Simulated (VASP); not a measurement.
# TiO2 (Anatase) (I4_1/amd) in VASP: further runs

Runs on TiO2 (Anatase). Level: PBE. Tasks: relaxation of shape and atoms at fixed volume, single point, relaxation of cell and atoms.

All numbers are computed with VASP 6.6.1; they aren't measurements. Logs are shortened: lines on timing, memory, paths and dates and some standing lists are left out, and cuts for length are marked.

### Step 1. The cell of the first run

Symmetry: I4_1/amd, No. 141, tetragonal system. Conventional cell: a = 3.857 Å, b = 3.857 Å, c = 9.973 Å, α = 90.00°, β = 90.00°, γ = 90.00°. Ti (site symmetry -4m2) has 6 O at 1.98 to 2.04 Å within 2.6 Å. Within 2.6 Å of O (site symmetry 2mm) lie 3 Ti at 1.98 to 2.04 Å and 2 O at 2.50 Å.

### Step 2. Relaxation of shape and atoms at fixed volume, PBE (volume scaled by 1.06)

Contents of INCAR:

```
SYSTEM = TiO2
  PREC = Accurate
  ENCUT = 600
  EDIFF = 1E-7
  ISMEAR = 0
  SIGMA = 0.02
  LREAL = .FALSE.
  LASPH = .TRUE.
  NELM = 100
  ALGO = Normal
  ISIF = 4
  LWAVE = .FALSE.
  LCHARG = .FALSE.
  GGA = PE
  IBRION = 2
  NSW = 50
  EDIFFG = -0.01
```

Contents of KPOINTS:

```
Automatic mesh
0
G
  10 10 10
  0 0 0
```

Contents of POSCAR:

```
TiO2
1.0
   -1.9285498424      1.9285498424      4.9863212523
    1.9285498424     -1.9285498424      4.9863212523
    1.9285498424      1.9285498424     -4.9863212523
Ti O
2 4
Direct
    0.0000000000      0.0000000000      0.0000000000
    0.7500000000      0.2500000000      0.5000000000
    0.2044250420      0.2044250420      0.0000000000
    0.9544250420      0.4544250420      0.5000000000
    0.5455749580      0.0455749580      0.5000000000
    0.7955749580      0.7955749580      0.0000000000
```

Potentials or basis: VASP PAW PBE potentials, release 64 (Ti_sv, O).

The run is started by

```sh
cat potpaw_PBE.64/Ti_sv/POTCAR potpaw_PBE.64/O/POTCAR > POTCAR
mpirun -np 1 vasp_std > vasp.out
```

OUTCAR:

```text
SYSTEM = TiO2
   PREC = Accurate
   ENCUT = 600
   EDIFF = 1E-7
   ISMEAR = 0
   LREAL = .FALSE.
   LASPH = .TRUE.
   NELM = 100
   ISIF = 4
   GGA = PE
   IBRION = 2
   NSW = 50
   EDIFFG = -0.01

 ion  position               nearest neighbor table
   1  0.000  0.000  0.000-   4 1.98   5 1.98   5 1.98   4 1.98   3 2.04   6 2.04
   2  0.750  0.250  0.500-   3 1.98   6 1.98   6 1.98   3 1.98   4 2.04   5 2.04
   3  0.204  0.204  0.000-   2 1.98   2 1.98   1 2.04
   4  0.954  0.454  0.500-   1 1.98   1 1.98   2 2.04
   5  0.546  0.046  0.500-   1 1.98   1 1.98   2 2.04
   6  0.796  0.796  0.000-   2 1.98   2 1.98   1 2.04

  LATTYP: Found a body centered tetragonal cell.
 ALAT       =     3.8570996848
 C/A-ratio  =     2.5855288480

  Lattice vectors:

 A1 = (  -1.9285498424,   1.9285498424,   4.9863212523)
 A2 = (   1.9285498424,  -1.9285498424,   4.9863212523)
 A3 = (   1.9285498424,   1.9285498424,  -4.9863212523)

Analysis of symmetry for initial positions (statically):
=====================================================================
 Subroutine PRICEL returns:
 Original cell was already a primitive cell.

 Routine SETGRP: Setting up the symmetry group for a
 body centered tetragonal supercell.

 Subroutine GETGRP returns: Found 16 space group operations
 (whereof  8 operations were pure point group operations)
 out of a pool of 16 trial point group operations.

The static configuration has the point symmetry D_2d.
 The point group associated with its full space group is D_4h.

Analysis of symmetry for dynamics (positions and initial velocities):
=====================================================================
 Subroutine PRICEL returns:
 Original cell was already a primitive cell.

 Routine SETGRP: Setting up the symmetry group for a
 body centered tetragonal supercell.

 Subroutine GETGRP returns: Found 16 space group operations
 (whereof  8 operations were pure point group operations)
 out of a pool of 16 trial point group operations.

The dynamic configuration has the point symmetry D_2d.
 The point group associated with its full space group is D_4h.

 Subroutine INISYM returns: Found 16 space group operations
 (whereof  8 operations are pure point group operations),
[... 102 lines left out ...]
   ENCUT  =  600.0 eV  44.10 Ry    6.64 a.u.  11.35 11.35 11.35*2*pi/ulx,y,z
   NELM   =    100;   NELMIN=  2; NELMDL= -5     # of ELM steps
   EDIFF  = 0.1E-06   stopping-criterion for ELM
   LREAL  =      F    real-space projection
   EDIFFG = -.1E-01   stopping-criterion for IOM
   NSW    =     50    number of steps for IOM
   IBRION =      2    ionic relax: 0-MD 1-quasi-New 2-CG
   NFREE  =      1    steps in history (QN), initial steepest desc. (CG)
   ISIF   =      4    stress and relaxation
   ISYM   =      2    0-nonsym 1-usesym 2-fastsym
   POTIM  = 0.5000    time-step for ionic-motion
   TEBEG  =    0.0;   TEEND  =   0.0 temperature during run
   PSTRESS=    0.0 pullay stress
   NELECT =      48.0000    total number of electrons
   NUPDOWN=      -1.0000    fix difference up-down
   EMIN   =  10.00;   EMAX   =-10.00  energy-range for DOS
   EFERMI =   0.00;   METHOD = LEGACY
   ISMEAR =     0;   SIGMA  =   0.02  broadening in eV -4-tet -1-fermi 0-gaus
   EFERMI_NEDOS =   21; number of points for ismear=-14 and -15
   IALGO  =     38    algorithm
   IMIX   =      4    mixing-type and parameters
     AMIX     =   0.40;   BMIX     =  1.00
     AMIX_MAG =   1.60;   BMIX_MAG =  1.00
  volume/ion in A,a.u.               =      12.36        83.43
  Fermi-wavevector in a.u.,A,eV,Ry     =   1.415972  2.675799 27.279354  2.004976
  Thomas-Fermi vector in A             =   2.537355
   LORBIT       =      0    0 simple, 1 ext, 2 COOP (PROOUT), +10 PAW based schemes
   GGA     = PE    functional components
   LHFCALC =     F    Hartree Fock is set to
   AEXX    =    0.0000 exact exchange contribution
   IVDW    =     0    specifies the selected vdW correction
   LEPSILON=     F    determine dielectric tensor
   LRPA    =     F    only Hartree local field effects (RPA)
 conjugate gradient relaxation of ions
 non-spin polarized calculation
 Gauss-broadening in eV      SIGMA  =   0.02
  energy-cutoff  :      600.00
  volume of cell :       74.18
 maximum number of plane-waves:      2492
 NGX is ok and might be reduce to    48
   NGX = 23   NGY = 23   NGZ = 23

--------------------------------------- Ionic step        1  -------------------------------------------

 number of electron      47.9999997 magnetization

 Free energy of the ion-electron system (eV)
  ---------------------------------------------------
  ext. energy  EPLUGINS =         0.00000000
  ---------------------------------------------------
  free energy    TOTEN  =       -53.76359974 eV

  energy without entropy =      -53.76359974  energy(sigma->0) =      -53.76359974

------------------------ aborting loop because EDIFF is reached ----------------------------------------

  FORCE on cell =-STRESS in cart. coord.  units (eV):
  Direction    XX          YY          ZZ          XY          YZ          ZX
  --------------------------------------------------------------------------------------
  -------------------------------------------------------------------------------------
  Total       -4.3363865     -4.3363865     -4.4596528      0.0000000     -0.0000000      0.0000000
  in kB      -93.6562108    -93.6562108    -96.3184866      0.0000000     -0.0000000      0.0000000
  external PRESSURE =     -94.5436361 kB  Pullay stress =       0.0000000 kB
[... 147 lines left out ...]
--------------------------------------- Ionic step        5  -------------------------------------------

 number of electron      47.9999991 magnetization

 Free energy of the ion-electron system (eV)
  ---------------------------------------------------
  ext. energy  EPLUGINS =         0.00000000
  ---------------------------------------------------
  free energy    TOTEN  =       -53.76704338 eV

  energy without entropy =      -53.76704338  energy(sigma->0) =      -53.76704338

 E-fermi :   2.7092     XC(G=0): -10.2854

 val. band max:        2.5968217120   @ k =  -0.4000   0.4000   0.0000
 cond. band min:       4.7031600086   @ k =   0.0000   0.0000   0.0000
 fundamental gap:      2.1063382966
 Fermi energy:         2.7092463767

 k-point     1 :       0.0000    0.0000    0.0000
  band No.  band energies     occupation
      1     -53.9882      2.00000
      2     -53.9519      2.00000
      3     -30.3501      2.00000
      4     -30.1700      2.00000
      5     -30.1700      2.00000
      6     -30.1247      2.00000
[... 733 lines left out ...]
     27       5.7775      0.00000
     28       5.9830      0.00000

 [... further k-points ...]
[... 5 lines left out ...]
  --------------------------------------------------------------------------------------
  -------------------------------------------------------------------------------------
  Total       -4.0924976     -4.0924976     -4.1245482      0.0000000      0.0000000      0.0000000
  in kB      -88.3887580    -88.3887580    -89.0809806      0.0000000      0.0000000      0.0000000
  external PRESSURE =     -88.6194989 kB  Pullay stress =       0.0000000 kB
[... 21 lines left out ...]
  FREE ENERGIE OF THE ION-ELECTRON SYSTEM (eV)
  ---------------------------------------------------
  free  energy   TOTEN  =       -53.7670433780 eV

  energy  without entropy=      -53.7670433780  energy(sigma->0) =      -53.76704338

 reached required accuracy - stopping structural energy minimisation
```

OSZICAR:

```text
N       E                     dE             d eps       ncg     rms          rms(c)
DAV:   1     0.718430402932E+03    0.71843E+03   -0.27093E+04  5712   0.216E+03
[... 45 lines left out ...]
DAV:   2    -0.537715363575E+02    0.40242E-02   -0.80373E-02  6300   0.237E+00    0.463E-01
DAV:   3    -0.537670596515E+02    0.44767E-02   -0.10867E-02  6996   0.100E+00    0.879E-02
DAV:   4    -0.537670519488E+02    0.77028E-05   -0.20336E-03  7504   0.397E-01    0.423E-02
DAV:   5    -0.537670414026E+02    0.10546E-04   -0.10457E-04  7548   0.899E-02    0.182E-02
DAV:   6    -0.537670429295E+02   -0.15269E-05   -0.14564E-05  7536   0.360E-02    0.388E-03
DAV:   7    -0.537670433472E+02   -0.41773E-06   -0.18301E-06  7012   0.113E-02    0.178E-03
DAV:   8    -0.537670433780E+02   -0.30837E-07   -0.10957E-07  3852   0.297E-03
   5 F= -.53767043E+02 E0= -.53767043E+02  d E =-.144261E-02
```

Wall time 25 min (1 thread of Intel Xeon Platinum 8375C at 2.90GHz (Ice Lake), shared host); peak memory 0.46 GiB.

Results:

* Free energy: -53.7670 eV
* Energy gained by relaxing: 0.6 meV/atom
* Ionic steps: 5
* Pressure after relaxing: -8.9 GPa
* Largest force after relaxing: 0.008 eV/Å
* Band gap on the k mesh: 2.11 eV, indirect (least direct gap 2.31 eV)

Forces on the atoms (eV/Å):
```
Ti   0.000  0.000  0.000
Ti   0.000  0.000  0.000
O    0.000  0.000  0.008
O    0.000  0.000  0.008
O    0.000  0.000 -0.008
O    0.000  0.000 -0.008
```

Step by step:
| step | energy change (eV) | largest force (eV/Å) | pressure (GPa) | volume (Å³) |
| --- | --- | --- | --- | --- |
| 1 | 0.0000 | 0.1221 | -9.45 | 74.18 |
| 2 | -0.0019 | 0.0404 | -9.20 | 74.18 |
| 3 | -0.0020 | 0.0086 | -9.11 | 74.18 |
| 4 | -0.0027 | 0.0045 | -9.05 | 74.18 |
| 5 | -0.0034 | 0.0078 | -8.86 | 74.18 |

Final structure:
```cif
data_structure
_symmetry_space_group_name_H-M 'P 1'
_symmetry_Int_Tables_number 1
_cell_length_a 5.7101
_cell_length_b 5.7101
_cell_length_c 5.7101
_cell_angle_alpha 140.667
_cell_angle_beta 140.667
_cell_angle_gamma 56.842
_cell_volume 74.18
loop_
_atom_site_label
_atom_site_type_symbol
_atom_site_fract_x
_atom_site_fract_y
_atom_site_fract_z
_atom_site_occupancy
Ti1 Ti 0.00000 0.00000 0.00000 1
Ti2 Ti 0.75000 0.25000 0.50000 1
O1 O 0.20271 0.20271 0.00000 1
O2 O 0.95271 0.45271 0.50000 1
O3 O 0.54729 0.04729 0.50000 1
O4 O 0.79729 0.79729 0.00000 1
```

Caveat: the cell differs from its parent crystal (volume scaled by 1.06).

### Step 3. Single point, PBE

This run uses another cell than the first one, of 11.67 Å³/atom, 0.944 times its volume.

Contents of INCAR:

```
ALGO     = Normal         # electronic algorithm
EDIFF    = 1E-6           # SCF threshold, eV
ENCUT    = 520            # plane-wave cutoff, eV
GGA      = PE             # functional
ISIF     = 2              # what is computed and relaxed
ISMEAR   = 0              # smearing method
LASPH    = T              # aspherical terms in the spheres
LCHARG   = T              # write CHGCAR
LELF     = T              # ELF
LREAL    = F              # projectors in reciprocal space
LVHAR    = T            
LWAVE    = F              # write WAVECAR
NBANDS   = 33             # bands
NELM     = 100            # most SCF steps
PREC     = Accurate       # precision mode
SIGMA    = 0.01           # smearing width, eV
```

Contents of KPOINTS:

```
k-points
0
Gamma
  10 10 10
```

Contents of POSCAR:

```
TiO2
1.0
   -1.8994099378      1.8994099378      4.8502437652
    1.8994099378     -1.8994099378      4.8502437652
    1.8994099378      1.8994099378     -4.8502437652
Ti O
2 4
Direct
    0.0000000000      0.0000000000      0.0000000000
    0.7500000000      0.2500000000      0.5000000000
    0.2064546375      0.2064546375      0.0000000000
    0.9564546375      0.4564546375      0.5000000000
    0.5435453625      0.0435453625      0.5000000000
    0.7935453625      0.7935453625      0.0000000000
```

Potentials or basis: VASP PAW PBE potentials, release 64 (Ti_sv, O).

The run is started by

```sh
cat potpaw_PBE.64/Ti_sv/POTCAR potpaw_PBE.64/O/POTCAR > POTCAR
mpirun -np 1 vasp_std > vasp.out
```

Run time: 3.6 min. Hardware: 1 thread of Intel Xeon 6975P-C (Granite Rapids), shared host; peak memory 0.37 GiB.

Results (log left out):

| Quantity | Value |
| --- | --- |
| Free energy | -53.8648 eV |
| Pressure | 0.7 GPa |
| Largest force | 0.019 eV/Å |
| Band gap on the k mesh | 2.11 eV, indirect (least direct gap 2.41 eV) |

Forces on the atoms (eV/Å):
```
Ti   0.000  0.000  0.000
Ti   0.000  0.000  0.000
O    0.000  0.000  0.019
O    0.000  0.000  0.019
O    0.000  0.000 -0.019
O    0.000  0.000 -0.019
```

Levels at points of the mesh, in eV from the valence-band top:
```
           k point  band 21  band 22  band 23  band 24  band 25  band 26  band 27  band 28
(0.00, 0.00, 0.00)    -0.79    -0.78    -0.41    -0.41     2.11     2.78     3.97     3.97
(0.50, 0.00, 0.00)    -1.88    -0.87    -0.84    -0.63     3.19     3.46     3.51     3.52
(0.50, 0.50, 0.00)    -1.97    -1.97    -0.04    -0.04     3.21     3.21     3.68     3.68
(0.50, 0.50, 0.50)    -1.23    -1.23    -0.09    -0.09     2.44     2.44     3.70     3.70
```

A k mesh can miss the band edges. Expect the measured gap to be larger: semilocal functionals such as PBE lack the derivative discontinuity.

### Step 4. Relaxation of cell and atoms, PBE

This run uses another cell than the first one, of 11.66 Å³/atom, 0.943 times its volume.

Contents of INCAR:

```
  PREC = Accurate
  ENCUT = 600
  EDIFF = 1E-6
  ISMEAR = 0
  SIGMA = 0.01
  LREAL = False
  LASPH = True
  NELM = 100
  ALGO = Normal
  ISIF = 3
  LWAVE = False
  LCHARG = False
  GGA = PE
  IBRION = 2
  NSW = 80
  EDIFFG = -0.001
```

Contents of KPOINTS:

```
Automatic mesh
0
Gamma
  10 10 10
```

Contents of POSCAR:

```
TiO2
1.0
   -1.8996082691      1.8996082691      4.8485069402
    1.8996082691     -1.8996082691      4.8485069402
    1.8996082691      1.8996082691     -4.8485069402
Ti O
2 4
Direct
    0.0000000000      0.0000000000      0.0000000000
    0.7500000000      0.2500000000      0.5000000000
    0.2064947471      0.2064947471      0.0000000000
    0.9564947471      0.4564947471      0.5000000000
    0.5435052529      0.0435052529      0.5000000000
    0.7935052529      0.7935052529      0.0000000000
```

The run is started by

```sh
cat potpaw_PBE.64/Ti_sv/POTCAR potpaw_PBE.64/O/POTCAR > POTCAR
mpirun -np 1 vasp_std > vasp.out
```

Run time: 7.7 min. Hardware: 1 thread of Intel Xeon 6975P-C (Granite Rapids), shared host; peak memory 0.46 GiB.

The run converged. Its results:

| Property | Result |
| --- | --- |
| Free energy | -53.8735 eV |
| Relaxed volume | 11.69 Å³/atom |
| Relaxed cell | a = 5.547 Å, b = 5.547 Å, c = 5.547 Å, α = 139.92°, β = 139.92°, γ = 57.97° |
| Space group after relaxing (to 0.05 Å) | I4_1/amd (No. 141) |
| Energy gained by relaxing | 0.0 meV/atom |
| Ionic steps | 3 |
| Pressure after relaxing | 0.0 GPa |
| Band gap on the k mesh | 2.11 eV, indirect (least direct gap 2.40 eV) |

Step by step:
```csv
step,energy change (eV),largest force (eV/Å),pressure (GPa),volume (Å³)
1,0.0000,0.0179,0.52,69.98
2,0.0003,0.0274,-0.69,70.37
3,-0.0002,0.0001,0.01,70.13
```

Final structure:
```
Ti O
1.0
    -1.90089    1.90089    4.85246
     1.90089   -1.90089    4.85246
     1.90089    1.90089   -4.85246
Ti O
2 4
Direct
  0.00000 0.00000 0.00000
  0.75000 0.25000 0.50000
  0.20653 0.20653 0.00000
  0.95653 0.45653 0.50000
  0.54347 0.04347 0.50000
  0.79347 0.79347 0.00000
```

Levels at points of the mesh, in eV from the valence-band top:
```
           k point  band 22  band 23  band 24  band 25  band 26  band 27
(0.00, 0.00, 0.00)    -0.78    -0.41    -0.41     2.11     2.77     3.95
(0.50, 0.00, 0.00)    -0.87    -0.85    -0.64     3.18     3.45     3.50
(0.50, 0.50, 0.00)    -1.97    -0.04    -0.04     3.21     3.21     3.67
(0.50, 0.50, 0.50)    -1.23    -0.10    -0.10     2.43     2.43     3.68
```

### Step 5. Relaxation of cell and atoms, PBE

This run uses another cell than the first one, of 11.35 Å³/atom, 0.918 times its volume.

Contents of INCAR:

```
ALGO = Normal
EDIFF = 1E-7
EDIFFG = -0.005
ENCUT = 600
GGA = PE
IBRION = 2
ISIF = 3
ISMEAR = 0
LASPH = T
LCHARG = F
LREAL = F
LWAVE = F
NELM = 100
NSW = 100
PREC = Accurate
SIGMA = 0.02
```

Contents of KPOINTS:

```
k-points
0
Gamma
  10 10 10
```

Contents of POSCAR:

```
TiO2
1.0
   -1.8921000000      1.8921000000      4.7573000000
    1.8921000000     -1.8921000000      4.7573000000
    1.8921000000      1.8921000000     -4.7573000000
Ti O
2 4
Direct
    0.0000000000      0.0000000000      0.0000000000
    0.7500000000      0.2500000000      0.5000000000
    0.2081000000      0.2081000000      0.0000000000
    0.9581000000      0.4581000000      0.5000000000
    0.5419000000      0.0419000000      0.5000000000
    0.7919000000      0.7919000000      0.0000000000
```

The run is started by

```sh
cat potpaw_PBE.64/Ti_sv/POTCAR potpaw_PBE.64/O/POTCAR > POTCAR
mpirun -np 1 vasp_std > vasp.out
```

Wall time 89 min (1 thread of AMD EPYC 7R43 (Zen 3), shared host); peak memory 0.47 GiB.

It converged, with:

- Free energy: -53.8689 eV
- Relaxed volume: 11.69 Å³/atom
- Relaxed cell: a = 5.548 Å, b = 5.548 Å, c = 5.548 Å, α = 139.93°, β = 139.93°, γ = 57.96°
- Space group after relaxing (to 0.05 Å): I4_1/amd (No. 141)
- Energy gained by relaxing: 5.7 meV/atom
- Ionic steps: 11
- Pressure after relaxing: 0.0 GPa
- Band gap on the k mesh: 2.11 eV, indirect (least direct gap 2.40 eV)

The path:
| step | energy change (eV) | largest force (eV/Å) | pressure (GPa) | volume (Å³) |
| --- | --- | --- | --- | --- |
| 1 | 0.0000 | 0.1231 | 5.64 | 68.13 |
| 2 | 0.0178 | 0.3182 | -6.24 | 72.14 |
| 3 | -0.0307 | 0.0869 | 0.03 | 69.86 |
| 4 | -0.0307 | 0.0830 | 0.14 | 69.83 |
| 5 | -0.0317 | 0.0438 | 0.08 | 69.91 |
| 6 | -0.0323 | 0.0127 | -0.01 | 70.03 |
| 7 | -0.0330 | 0.0080 | -0.07 | 70.08 |
| 8 | -0.0341 | 0.0044 | -0.28 | 70.22 |
| 9 | -0.0341 | 0.0071 | -0.32 | 70.26 |
| 10 | -0.0341 | 0.0082 | 0.25 | 70.08 |
| 11 | -0.0342 | 0.0016 | 0.02 | 70.15 |

Final structure:
```
Ti O
1.0
    -1.90092    1.90092    4.85365
     1.90092   -1.90092    4.85365
     1.90092    1.90092   -4.85365
Ti O
2 4
Direct
  0.00000 0.00000 0.00000
  0.75000 0.25000 0.50000
  0.20649 0.20649 0.00000
  0.95649 0.45649 0.50000
  0.54351 0.04351 0.50000
  0.79351 0.79351 0.00000
```

Levels at points of the mesh, in eV from the valence-band top:
| k point | band 20 | band 21 | band 22 | band 23 | band 24 | band 25 | band 26 | band 27 | band 28 |
| --- | --- | --- | --- | --- | --- | --- | --- | --- | --- |
| (0.00, 0.00, 0.00) | -0.79 | -0.79 | -0.78 | -0.41 | -0.41 | 2.11 | 2.77 | 3.95 | 3.95 |
| (0.50, 0.00, 0.00) | -1.89 | -1.87 | -0.87 | -0.85 | -0.63 | 3.18 | 3.45 | 3.50 | 3.51 |
| (0.50, 0.50, 0.00) | -2.56 | -1.97 | -1.97 | -0.04 | -0.04 | 3.20 | 3.20 | 3.67 | 3.67 |
| (0.50, 0.50, 0.50) | -1.32 | -1.23 | -1.23 | -0.09 | -0.09 | 2.43 | 2.43 | 3.68 | 3.68 |

A k mesh can miss the band edges. Zero-point motion and thermal expansion aren't in these numbers.

### Step 6. Summary

| task | cell | cutoff (eV) | smearing | gap on the mesh (eV) | pressure (GPa) | relaxed volume (Å³/atom) | largest force (eV/Å) |
| --- | --- | --- | --- | --- | --- | --- | --- |
| relaxation of shape and atoms at fixed volume | relaxed from a = 5.683 Å, angles 140.3, 140.3, 57.4°, 6 atoms | 600 | gaussian 0.02 eV | 2.11 | -8.9 | - | 0.01 |
| single point | a = 5.544 Å, angles 139.9, 139.9, 58.0°, 6 atoms | 520 | gaussian 0.01 eV | 2.11 | 0.7 | - | 0.02 |
| relaxation of cell and atoms | relaxed from a = 5.543 Å, angles 139.9, 139.9, 58.0°, 6 atoms | 600 | gaussian 0.01 eV | 2.11 | 0.0 | 11.69 | - |
| relaxation of cell and atoms | relaxed from a = 5.458 Å, angles 139.4, 139.4, 58.7°, 6 atoms | 600 | gaussian 0.02 eV | 2.11 | 0.0 | 11.69 | - |

Alike in all rows: level PBE; potentials or basis VASP PAW PBE potentials, release 64 (Ti_sv, O); no spin polarisation; k mesh 10 × 10 × 10.

Total energies depend on the potentials used, so only differences within one code and one set of settings carry meaning.
